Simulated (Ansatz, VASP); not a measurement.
## Two plane-wave programs on CrCo2

```
CELL_PARAMETERS angstrom
3.46534 0.00000 0.00000
0.00000 3.46534 0.00000
0.00000 0.00000 5.62606
ATOMIC_POSITIONS crystal
Cr 0.00000 0.50000 0.67445
Cr 0.50000 0.00000 0.32555
Co 0.00000 0.00000 0.00000
Co 0.50000 0.50000 0.00000
Co 0.00000 0.50000 0.29593
Co 0.50000 0.00000 0.70407
```

Alike in both runs: functional PBE; k mesh 12 × 12 × 8; occupations gaussian, width 0.1 eV; no spin polarisation.

Ansatz relaxed the structure, and its values are those at the end. VASP's run is a single point on that final structure, the one shown.

|  | VASP | Ansatz |
| --- | --- | --- |
| version | VASP 6.6.1 | Ansatz 0.2.0 |
| potentials or method | VASP PAW PBE potentials, release 64 (Cr_pv, Co), cutoff 520 eV | scalar-relativistic, plane waves, PAW |
| valence electrons in the cell | 60 | 96 |

```csv
,VASP,Ansatz,Ansatz less VASP
gap on the k mesh at the Fermi level (eV),none,none,-
pressure (GPa),-0.7,0.0,+0.70
rms of the force components (eV/Å),0.017,0.000,-0.0165
```

A gap of «none» marks a metal or a gap that the smearing closes. VASP's potentials hold 60 valence electrons a cell and Ansatz's 96, so a difference there can come from the potentials and not from the codes.
